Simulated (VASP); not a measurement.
Write the native input for VASP 6.6.1 that does the following.

| Property | Result |
| --- | --- |
| Task | single point |
| Functional | PBEsol |
| Potentials or basis | VASP PAW PBE potentials, release 64 (W_sv, C) |
| Cutoff | 600 eV |
| k mesh | 18 × 18 × 14 |
| Occupations | gaussian, width 0.1 eV |
| Spin | no spin polarisation |
| Dipole correction | no |
| Further INCAR settings | ALGO = Normal; EDIFF = 1e-06; NBANDS = 16 |

The structure of WC lies in POSCAR:

```
WC
1.0
    2.8343060961      0.0000000000      0.0000000000
   -1.4171530481      2.4545810813      0.0000000000
    0.0000000000      0.0000000000      2.7797108754
W C
1 1
Direct
    0.0000000000      0.0000000000      0.0000000000
    0.6666666667      0.3333333333      0.5000000000
```

One way to write it, as run:

INCAR

```
PREC = Accurate
ENCUT = 600
EDIFF = 1E-6
ISMEAR = 0
SIGMA = 0.1
LREAL = False
LASPH = True
NELM = 120
ALGO = Normal
ISIF = 2
LWAVE = False
LCHARG = True
GGA = PS
LELF = True
LVHAR = True
NBANDS = 16
GGA_COMPAT = False
```

KPOINTS

```
Automatic mesh
0
Gamma
  18 18 14
```

Potentials or basis: VASP PAW PBE potentials, release 64 (W_sv, C).

Command:

```bash
$ cat potpaw_PBE.64/W_sv/POTCAR potpaw_PBE.64/C/POTCAR > POTCAR
$ mpirun -np 1 vasp_std > vasp.out
```

Results of the run:

```
Pressure               : 30.3 GPa
Band gap on the k mesh : zero (bands 9 and 10 overlap by 1.35 eV)
```

Caveat: the cell stands under pressure; the PAW data sets were made with another functional, which shifts forces and pressure a little; spin-orbit coupling is left out, which moves the levels of the heavy elements.

Run time: 97 s on 1 thread of Intel Xeon 8259CL (shared host), peak memory 0.23 GiB.
